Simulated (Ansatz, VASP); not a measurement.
**One calculation of SnGe5Te6, two programs**

```
CELL_PARAMETERS angstrom
4.29254 0.00000 0.00000
-2.14627 3.71745 0.00000
0.00000 0.00000 21.10204
ATOMIC_POSITIONS crystal
Sn 0.00000 0.00000 0.50000
Ge 0.33333 0.66667 0.83709
Ge 0.66667 0.33333 0.67437
Ge 0.33333 0.66667 0.32563
Ge 0.66667 0.33333 0.16291
Ge 0.00000 0.00000 0.00000
Te 0.00000 0.00000 0.75563
Te 0.33333 0.66667 0.59352
Te 0.66667 0.33333 0.40648
Te 0.00000 0.00000 0.24437
Te 0.33333 0.66667 0.08151
Te 0.66667 0.33333 0.91849
```

Alike in both runs: task single point; functional PBE; k mesh 6 × 6 × 1; occupations gaussian, width 0.1 eV; no spin polarisation.

|  | VASP | Ansatz |
| --- | --- | --- |
| version | VASP 6.6.1 | Ansatz 0.2.0 |
| potentials or method | VASP PAW PBE potentials, release 64 (Sn_d, Ge_d, Te), cutoff 520 eV | scalar-relativistic, plane waves, PAW |
| valence electrons in the cell | 120 | 180 |

VASP gave:

| Item | Value |
| --- | --- |
| gap on the k mesh at the Fermi level (eV) | 0.24 |
| least direct gap on the mesh (eV) | 0.24 |
| pressure (GPa) | 0.2 |
| traceless stress, the component that is largest in VASP (GPa) | 0.14 |
| rms of the force components (eV/Å) | 0.006 |

Question: Which values does Ansatz return?

Answer: gap on the k mesh at the Fermi level (eV): 0.24; least direct gap on the mesh (eV): 0.24; pressure (GPa): 0.3; traceless stress, the component that is largest in VASP (GPa): 0.14; rms of the force components (eV/Å): 0.006.

Atom by atom the forces differ by 0.000 eV/Å (rms over components). With one functional, cell and mesh, what is left measures potentials, basis and numerics. VASP's potentials hold 120 valence electrons a cell and Ansatz's 180, so a difference there can come from the potentials and not from the codes.

Spin-orbit coupling is off throughout.
